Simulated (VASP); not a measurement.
Write the native input for VASP 6.6.1 that does the following.

| Quantity | Value |
| --- | --- |
| Task | single point |
| Functional | PBEsol |
| Potentials or basis | VASP PAW PBE potentials, release 64 (Be) |
| Cutoff | 520 eV |
| k mesh | 9 × 9 × 5 |
| Occupations | gaussian, width 0.05 eV |
| Spin | no spin polarisation |
| Dipole correction | no |
| Further INCAR settings | ALGO = Normal; EDIFF = 1e-06; NBANDS = 9 |

The structure of Be lies in POSCAR:

```
Be
1.0
    2.2655567680      0.0000000000      0.0000000000
   -1.1327783840      1.9620297148      0.0000000000
    0.0000000000      0.0000000000      3.5278077117
Be
2
Direct
    0.3333333333      0.6666666667      0.2500000000
    0.6666666667      0.3333333333      0.7500000000
```

These files were run (other wordings do the same):

INCAR

```
SYSTEM = Be
PREC     = Accurate       ! precision mode
ENCUT    = 520            ! plane-wave cutoff, eV
EDIFF    = 1E-6           ! SCF threshold, eV
ISMEAR   = 0              ! smearing method
SIGMA    = 0.05           ! smearing width, eV
LREAL    = .False.        ! projectors in reciprocal space
LASPH    = .True.         ! aspherical terms in the spheres
NELM     = 100            ! most SCF steps
ALGO     = Normal         ! electronic algorithm
ISIF     = 2              ! what is computed and relaxed
LWAVE    = .False.        ! write WAVECAR
LCHARG   = .False.        ! write CHGCAR
GGA      = PS             ! functional
NBANDS   = 9              ! bands
```

KPOINTS

```
Automatic mesh
0
Gamma
  9 9 5
  0 0 0
```

Potentials or basis: VASP PAW PBE potentials, release 64 (Be).

Launch:

```console
$ cat potpaw_PBE.64/Be/POTCAR > POTCAR
$ mpirun -np 1 vasp_std > vasp.out
```

It gave:

```json
{
 "Pressure": "0.4 GPa",
 "Band gap on the k mesh": "zero (band 2 reaches 8.17 eV, above the bottom of band 3 at 5.96 eV)"
}
```

Caveat: the PAW data sets were made with another functional, which shifts forces and pressure a little.

Wall time 4.9 s on 1 thread of AMD EPYC 7R43 64-Core Processor (Zen 3) (shared host), peak memory 0.08 GiB.
